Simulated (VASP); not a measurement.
# Cu (Immm) in VASP: notebook, part 2 of 2

VASP 6.6.1. Earlier steps stand in the parts before.

**3. Single point, r2SCAN (strain +0.0150 x Voigt [0, 0, 0, 0, 0, 1])**

The input, POSCAR:

```
Cu
1.0
    0.0134132994      1.7884399149      1.7884399149
    1.7884399149      0.0134132994      1.7884399149
    1.8018532143      1.8018532143      0.0000000000
Cu
1
Direct
    0.0000000000      0.0000000000      0.0000000000
```

The input, INCAR.step1:

```
SYSTEM = Cu
  PREC = Accurate
  ENCUT = 520
  ISMEAR = 0
  SIGMA = 0.15
  LREAL = .False.
  LASPH = .True.
  NELM = 60
  NBANDS = 12
  GGA = PE
  ALGO = Normal
  EDIFF = 1E-4
  LWAVE = .True.
  LCHARG = .False.
```

The input, INCAR.step2:

```
SYSTEM = Cu
  PREC = Accurate
  ENCUT = 520
  EDIFF = 1E-6
  ISMEAR = 0
  SIGMA = 0.15
  LREAL = .False.
  LASPH = .True.
  NELM = 60
  ALGO = Normal
  ISIF = 2
  LWAVE = .False.
  LCHARG = .True.
  METAGGA = R2SCAN
  LMIXTAU = .True.
  LELF = .True.
  LVHAR = .True.
  NBANDS = 12
  ISTART = 1
```

The input, KPOINTS:

```
regular mesh
0
Gamma
  28 28 28
  0 0 0
```

Potentials or basis: VASP PAW PBE potentials, release 64 (Cu).

Run with:

```console
$ cat potpaw_PBE.64/Cu/POTCAR > POTCAR
$ cp INCAR.step1 INCAR
$ mpirun -np 1 vasp_std > vasp.out
$ cp INCAR.step2 INCAR
$ mpirun -np 1 vasp_std > vasp.out
```

OUTCAR:

```text
SYSTEM = Cu
   PREC = Accurate
   ENCUT = 520
   EDIFF = 1E-6
   ISMEAR = 0
   LREAL = .False.
   LASPH = .True.
   NELM = 60
   ISIF = 2
   METAGGA = R2SCAN
   ISTART = 1

 ion  position               nearest neighbor table
   1  0.000  0.000  0.000-

  LATTYP: Found a body centered orthorhombic cell.
 ALAT       =     2.5102667132
 B/A-ratio  =     1.0151133502
 C/A-ratio  =     1.4249003148

  Lattice vectors:

 A1 = (   1.7884399149,   0.0134132994,  -1.7884399149)
 A2 = (  -1.7884399149,  -0.0134132994,  -1.7884399149)
 A3 = (   0.0134132994,   1.7884399149,   1.7884399149)

Analysis of symmetry for initial positions (statically):
=====================================================================
 Subroutine PRICEL returns:
 Original cell was already a primitive cell.

 Routine SETGRP: Setting up the symmetry group for a
 body centered orthorhombic supercell.

 Subroutine GETGRP returns: Found  8 space group operations
 (whereof  8 operations were pure point group operations)
 out of a pool of  8 trial point group operations.

The static configuration has the point symmetry D_2h.

Analysis of symmetry for dynamics (positions and initial velocities):
=====================================================================
 Subroutine PRICEL returns:
 Original cell was already a primitive cell.

 Routine SETGRP: Setting up the symmetry group for a
 body centered orthorhombic supercell.

 Subroutine GETGRP returns: Found  8 space group operations
 (whereof  8 operations were pure point group operations)
 out of a pool of  8 trial point group operations.

The dynamic configuration has the point symmetry D_2h.

 Subroutine INISYM returns: Found  8 space group operations
 (whereof  8 operations are pure point group operations),
 and found     1 'primitive' translations

----------------------------------------------------------------------------------------

                                     Primitive cell

  volume of cell :      11.4401

  direct lattice vectors                    reciprocal lattice vectors
     0.013413299  1.788439915  1.788439915    -0.281685917  0.281685917  0.279573273
     1.788439915  0.013413299  1.788439915     0.281685917 -0.281685917  0.279573273
     1.801853214  1.801853214  0.000000000     0.277492082  0.277492082 -0.279573273

  length of vectors
     2.529271550  2.529271550  2.548205253     0.486677641  0.486677641  0.481834957

  position of ions in fractional coordinates (direct lattice)
     0.000000000  0.000000000  0.000000000

  ion indices of the primitive-cell ions
   primitive index   ion index
                 1           1

----------------------------------------------------------------------------------------

 KPOINTS: regular mesh

Automatic generation of k-mesh.
 Grid dimensions read from file:
 generate k-points for:   28   28   28

 Generating k-lattice:

  Cartesian coordinates                     Fractional coordinates (reciprocal lattice)
    -0.010060211  0.010060211  0.009984760     0.035714286  0.000000000  0.000000000
     0.010060211 -0.010060211  0.009984760     0.000000000  0.035714286  0.000000000
     0.009910432  0.009910432 -0.009984760     0.000000000  0.000000000  0.035714286

  Length of vectors
     0.017381344  0.017381344  0.017208391

  Shift w.r.t. Gamma in fractional coordinates (k-lattice)
     0.000000000  0.000000000  0.000000000

 Subroutine IBZKPT returns following result:
 ===========================================

 Found   3060 irreducible k-points:

 Following reciprocal coordinates:
            Coordinates               Weight
  0.000000  0.000000  0.000000      1.000000
  0.035714  0.000000  0.000000      4.000000
  0.071429  0.000000  0.000000      4.000000
  0.107143 -0.000000  0.000000      4.000000
  0.142857 -0.000000  0.000000      4.000000
  0.178571 -0.000000  0.000000      4.000000
[... 16 lines left out ...]
  0.285714  0.035714  0.000000      4.000000
  0.321429  0.035714  0.000000      4.000000
 [... further k-points ...]
   k-points           NKPTS =   3060   k-points in BZ     NKDIM =   3060   number of bands    NBANDS=     12
   number of dos      NEDOS =    301   number of ions     NIONS =      1
   total plane-waves  NPLWV =   8000
   dimension x,y,z NGX =    20 NGY =   20 NGZ =   20
   dimension x,y,z NGXF=    40 NGYF=   40 NGZF=   40
   ions per type =               1
   NGX,Y,Z   is equivalent  to a cutoff of  13.15, 13.15, 13.05 a.u.
   NGXF,Y,Z  is equivalent  to a cutoff of  26.29, 26.29, 26.10 a.u.
 SYSTEM =  Cu
   PREC   = accura    normal or accurate (medium, high low for compatibility)
   ISTART =      1    job   : 0-new  1-cont  2-samecut
   ICHARG =      0    charge: 1-file 2-atom 10-const
   ISPIN  =      1    spin polarized calculation?
   LNONCOLLINEAR =      F non collinear calculations
   LSORBIT =      F    spin-orbit coupling
   LASPH  =      T    aspherical Exc in radial PAW
   ENCUT  =  520.0 eV  38.22 Ry    6.18 a.u.   4.70  4.70  4.74*2*pi/ulx,y,z
   NELM   =     60;   NELMIN=  2; NELMDL=  0     # of ELM steps
   EDIFF  = 0.1E-05   stopping-criterion for ELM
   LREAL  =      F    real-space projection
   EDIFFG = 0.1E-04   stopping-criterion for IOM
   NSW    =      0    number of steps for IOM
   IBRION =     -1    ionic relax: 0-MD 1-quasi-New 2-CG
   NFREE  =      0    steps in history (QN), initial steepest desc. (CG)
   ISIF   =      2    stress and relaxation
   ISYM   =      2    0-nonsym 1-usesym 2-fastsym
   POTIM  = 0.5000    time-step for ionic-motion
   TEBEG  =    0.0;   TEEND  =   0.0 temperature during run
   PSTRESS=    0.0 pullay stress
   NELECT =      11.0000    total number of electrons
   NUPDOWN=      -1.0000    fix difference up-down
   EMIN   =  10.00;   EMAX   =-10.00  energy-range for DOS
   EFERMI =   0.00;   METHOD = LEGACY
   ISMEAR =     0;   SIGMA  =   0.15  broadening in eV -4-tet -1-fermi 0-gaus
   EFERMI_NEDOS =   21; number of points for ismear=-14 and -15
   IALGO  =     38    algorithm
   IMIX   =      4    mixing-type and parameters
     AMIX     =   0.40;   BMIX     =  1.00
     AMIX_MAG =   1.60;   BMIX_MAG =  1.00
  volume/ion in A,a.u.               =      11.44        77.20
  Fermi-wavevector in a.u.,A,eV,Ry     =   1.615832  3.053480 35.523625  2.610913
  Thomas-Fermi vector in A             =   2.710516
   LORBIT       =      0    0 simple, 1 ext, 2 COOP (PROOUT), +10 PAW based schemes
   METAGGA = R2SCAN    functional components
   LHFCALC =     F    Hartree Fock is set to
   AEXX    =    0.0000 exact exchange contribution
   IVDW    =     0    specifies the selected vdW correction
   LEPSILON=     F    determine dielectric tensor
   LRPA    =     F    only Hartree local field effects (RPA)
 non-spin polarized calculation
 Gauss-broadening in eV      SIGMA  =   0.15
  energy-cutoff  :      520.00
  volume of cell :       11.44
 maximum number of plane-waves:       323
   NGX =  9   NGY =  9   NGZ =  9

 number of electron      11.0000011 magnetization

 Free energy of the ion-electron system (eV)
  ---------------------------------------------------
  ext. energy  EPLUGINS =         0.00000000
  ---------------------------------------------------
  free energy    TOTEN  =       -10.82772551 eV

  energy without entropy =      -10.82503671  energy(sigma->0) =      -10.82638111

 E-fermi :   7.8146     XC(G=0): -13.9601

 val. band max:        7.8115587206   @ k =   0.4643   0.2143   0.0000
 cond. band min:       7.8197641713   @ k =  -0.4286   0.1071   0.0000
 fundamental gap:      0.0082054507
 Fermi energy:         7.8146460333

 k-point     1 :       0.0000    0.0000    0.0000
  band No.  band energies     occupation
      1      -2.1269      2.00000
      2       4.5153      2.00000
      3       4.5532      2.00000
      4       4.5983      2.00000
      5       5.4150      2.00000
      6       5.4157      2.00000
      7      31.4158      0.00000
      8      34.3446      0.00000
      9      34.7607      0.00000
     10      35.1218      0.00000
     11      36.8189      0.00000
     12      37.1298      0.00000
[... 331 lines left out ...]
 k-point    24 :       0.3214    0.0357    0.0000
  band No.  band energies     occupation
      1       1.1478      2.00000
      2       4.3804      2.00000
      3       4.6433      2.00000
      4       4.6804      2.00000
      5       5.6527      2.00000
      6       5.7206      2.00000
      7      18.3394      0.00000
      8      30.2420      0.00000
      9      30.2963      0.00000
     10      33.1016      0.00000
     11      35.6950      0.00000
     12      37.4827      0.00000

 [... further k-points ...]
[... 5 lines left out ...]
  --------------------------------------------------------------------------------------
  -------------------------------------------------------------------------------------
  Total        0.0452860      0.0452860      0.0404505     -0.1042470      0.0000000      0.0000000
  in kB        6.3422818      6.3422818      5.6650776    -14.5997596      0.0000000      0.0000000
  external PRESSURE =       6.1165471 kB  Pullay stress =       0.0000000 kB

 VOLUME and BASIS-vectors are now :
 -----------------------------------------------------------------------------
  energy-cutoff  :      520.00
  volume of cell :       11.44
      direct lattice vectors                 reciprocal lattice vectors
     0.013413299  1.788439915  1.788439915    -0.281685917  0.281685917  0.279573273
     1.788439915  0.013413299  1.788439915     0.281685917 -0.281685917  0.279573273
     1.801853214  1.801853214  0.000000000     0.277492082  0.277492082 -0.279573273

 POSITION                                       TOTAL-FORCE (eV/Angst)
 -----------------------------------------------------------------------------------
      0.00000      0.00000      0.00000         0.000000     -0.000000      0.000000
 -----------------------------------------------------------------------------------
    total drift:                               -0.000000     -0.000000     -0.000000

  FREE ENERGIE OF THE ION-ELECTRON SYSTEM (eV)
  ---------------------------------------------------
  free  energy   TOTEN  =       -10.8277255132 eV

  energy  without entropy=      -10.8250367139  energy(sigma->0) =      -10.82638111
```

Run time: 46 min. Hardware: 1 thread of Oxide Virtual Turin-like, shared host; peak memory 0.46 GiB.

Results:

```
Free energy            : -10.8277 eV
Pressure               : 0.6 GPa
Band gap on the k mesh : zero (an odd number of electrons rules out a gap without spin polarisation)
```

Levels at points of the mesh, in eV from the Fermi level:
```tsv
k point	band 3	band 4	band 5	band 6	band 7	band 8	band 9	band 10
(0.00, 0.00, 0.00)	-3.26	-3.22	-2.40	-2.40	23.60	26.53	26.95	27.31
(0.50, 0.00, 0.00)	-3.28	-1.79	-1.76	-1.09	4.23	21.99	23.36	23.60
(0.50, 0.50, 0.00)	-1.82	-1.63	-1.62	1.54	7.64	13.63	14.39	18.40
(0.00, 0.00, 0.50)	-3.26	-1.81	-1.78	-1.23	4.01	22.21	23.72	23.93
(0.50, 0.00, 0.50)	-1.82	-1.62	-1.62	1.55	7.64	14.00	14.00	18.44
```

Caveat: the cell differs from its parent crystal (strain +0.0150 x Voigt [0, 0, 0, 0, 0, 1]); the PAW data sets were made with another functional, which shifts forces and pressure a little.
